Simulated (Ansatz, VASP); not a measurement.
**BAs: VASP beside Ansatz**

File INCAR:

```
SYSTEM = BAs
ALGO = Normal ; EDIFF = 1E-7
ENCUT = 520 ; GGA = PE
ISIF = 2 ; ISMEAR = 0
LASPH = .TRUE. ; LCHARG = .FALSE.
LREAL = .FALSE. ; LWAVE = .FALSE.
NBANDS = 11 ; NELM = 100
PREC = Accurate ; SIGMA = 0.011
```

The input KPOINTS:

```
k-points
0
G
  10 10 10
  0 0 0
```

The input POSCAR:

```
BAs
1.0
    0.0000000000      2.3885000000      2.3885000000
    2.3885000000      0.0000000000      2.3885000000
    2.3885000000      2.3885000000      0.0000000000
As B
1 1
Direct
    0.7500000000      0.7500000000      0.7500000000
    0.0000000000      0.0000000000      0.0000000000
```

input.yaml

```yaml
crystal:
  lattice:
    - [0.0, 2.3885, 2.3885]
    - [2.3885, 0.0, 2.3885]
    - [2.3885, 2.3885, 0.0]
  atoms:
    - { symbol: As, position: [0.75, 0.75, 0.75] }
    - { symbol: B, position: [0.0, 0.0, 0.0] }
kpoints:
  mp_grid: { grid: [10, 10, 10] }
scf:
  occupations: { method: gaussian, width: 0.011 }
hamiltonian:
  xc: pbe
  pseudopotentials: { kind: all_electron, lapw: { basis_error: 0.001 } }
output:
  forces: true
  stress: true
  eigenvalues: true
```

Alike in both runs: task single point; functional PBE; k mesh 10 × 10 × 10; occupations gaussian, width 0.011 eV; no spin polarisation.

|  | VASP | Ansatz |
| --- | --- | --- |
| version | VASP 6.6.1 | Ansatz 0.2.0 |
| potentials or method | VASP PAW PBE potentials, release 64 (As, B), cutoff 520 eV | all-electron LAPW, scalar-relativistic |

```tsv
	VASP	Ansatz	Ansatz less VASP
gap on the k mesh at the Fermi level (eV)	1.18	1.19	+0.011
least direct gap on the mesh (eV)	3.28	3.28	+0.008
pressure (GPa)	3.4	2.7	-0.70
```

Ansatz ran all-electron here, and VASP with PAW potentials.
